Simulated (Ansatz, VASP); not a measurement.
Zn7PdO8: VASP beside Ansatz

```
CELL_PARAMETERS angstrom
6.49880 0.00000 0.00000
-3.24940 5.62813 0.00000
0.00000 0.00000 5.20380
ATOMIC_POSITIONS crystal
Pd 0.16667 0.33333 0.00551
Zn 0.16257 0.83128 0.00218
Zn 0.66872 0.33743 0.00218
Zn 0.66872 0.83128 0.00218
Zn 0.33641 0.16359 0.49875
Zn 0.33641 0.67282 0.49875
Zn 0.82718 0.16359 0.49875
Zn 0.83333 0.66667 0.50054
O 0.16667 0.33333 0.41018
O 0.16451 0.83225 0.37936
O 0.66775 0.33549 0.37936
O 0.66775 0.83225 0.37936
O 0.34677 0.15323 0.87342
O 0.34677 0.69353 0.87342
O 0.80647 0.15323 0.87342
O 0.83333 0.66667 0.87948
```

Alike in both runs: task single point; functional PBEsol; k mesh 3 × 3 × 3; occupations gaussian, width 0.05 eV; collinear spin; Hubbard terms Pd d U = 2.0 eV.

|  | VASP | Ansatz |
| --- | --- | --- |
| version | VASP 6.6.1 | Ansatz 0.2.0 |
| potentials or method | VASP PAW PBE potentials, release 64 (Pd, Zn, O), cutoff 520 eV | scalar-relativistic, plane waves, PAW |
| valence electrons in the cell | 142 | 150 |

|  | VASP | Ansatz | Ansatz less VASP |
| --- | --- | --- | --- |
| gap on the k mesh at the Fermi level (eV) | none | none | - |
| pressure (GPa) | 3.3 | 2.7 | -0.61 |
| traceless stress, the component that is largest in VASP (GPa) | 0.23 | 0.15 | -0.076 |
| rms of the force components (eV/Å) | 0.072 | 0.003 | -0.0682 |
| net moment per atom (μB) | 0.13 | 0.13 | -0.001 |
| size of the moment on the site where the two differ most (μB) | 1.23 | 0.98 | -0.243 |

VASP's potentials were made for PBE, not for PBEsol. Site moments also hang on the region over which each program counts them. The programs project onto different local orbitals, so the same U acts differently, and such runs can settle in different states. Atom by atom the forces differ by 0.071 eV/Å (rms over components). A gap of «none» marks a metal or a gap that the smearing closes. VASP's potentials hold 142 valence electrons a cell and Ansatz's 150, so a difference there can come from the potentials and not from the codes. Ansatz's warnings: filled band counts differ across k points.

The k mesh is coarse, so the values compare programs but aren't converged.
